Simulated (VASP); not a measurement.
A run of VASP 6.6.1 is set up as follows.

Contents of INCAR:

```
ALGO = Normal ; EDIFF = 1E-6
ENCUT = 520 ; GGA = PE
ISIF = 2 ; ISMEAR = 0
LASPH = T ; LCHARG = F
LREAL = F ; LWAVE = F
NBANDS = 21 ; NELM = 100
PREC = Accurate ; SIGMA = 0.1
```

File KPOINTS:

```
k-points
0
Gamma
  12 12 12
```

Contents of POSCAR:

```
Ge
1.0
    0.0000000000      2.8243345283      2.8243345283
    2.8243345283      0.0000000000      2.8243345283
    2.8243345283      2.8243345283      0.0000000000
Ge
2
Direct
    0.5000000000      0.5000000000      0.5000000000
    0.7500000000      0.7500000000      0.7500000000
```

Potentials or basis: VASP PAW PBE potentials, release 64 (Ge_d).

Launch:

```console
$ cat potpaw_PBE.64/Ge_d/POTCAR > POTCAR
$ mpirun -np 1 vasp_std > vasp.out
```

(1) Estimate the band gap on the k mesh.

(2) What does it give for the pressure?

## Answers

(1) 0.08 eV, direct.

(2) 3.9 GPa.
